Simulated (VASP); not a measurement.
Write the native input for VASP 6.6.1 that does the following.

```yaml
Task: single point
Functional: PBEsol
Potentials_or_basis: VASP PAW PBE potentials, release 64 (Au)
Cutoff: 520 eV
k_mesh: 26 × 26 × 26
Occupations: gaussian, width 0.15 eV
Spin: no spin polarisation
Dipole_correction: no
Further_INCAR_settings: ALGO = Fast; EDIFF = 1e-06; NBANDS = 12
```

The structure of Au lies in POSCAR:

```
Au
1.0
   -1.5805465595      1.5805465595      1.5805465595
    1.5805465595     -1.5805465595      1.5805465595
    1.5805465595      1.5805465595     -1.5805465595
Au
1
Direct
    0.0000000000      0.0000000000      0.0000000000
```

This cell differs from its parent crystal: strain -0.025 along x and y, -0.025 along z.

These files were run (other wordings do the same):

INCAR

```
PREC = Accurate
ENCUT = 520
EDIFF = 1E-6
ISMEAR = 0
SIGMA = 0.15
LREAL = False
LASPH = True
NELM = 100
ALGO = Fast
ISIF = 2
LWAVE = False
LCHARG = False
GGA = PS
NBANDS = 12
```

KPOINTS

```
regular mesh
0
Gamma
  26 26 26
```

Potentials or basis: VASP PAW PBE potentials, release 64 (Au).

The run is started by

```bash
$ cat potpaw_PBE.64/Au/POTCAR > POTCAR
$ mpirun -np 1 vasp_std > vasp.out
```

Results of the run:

```json
{
 "Pressure": "16.3 GPa"
}
```

Caveat: the cell differs from its parent crystal (strain -0.025 along x and y, -0.025 along z); the PAW data sets were made with another functional, which shifts forces and pressure a little.

Run time: 71 s on 1 thread of Intel Xeon 6975P-C, on a shared host, peak memory 0.2 GiB.
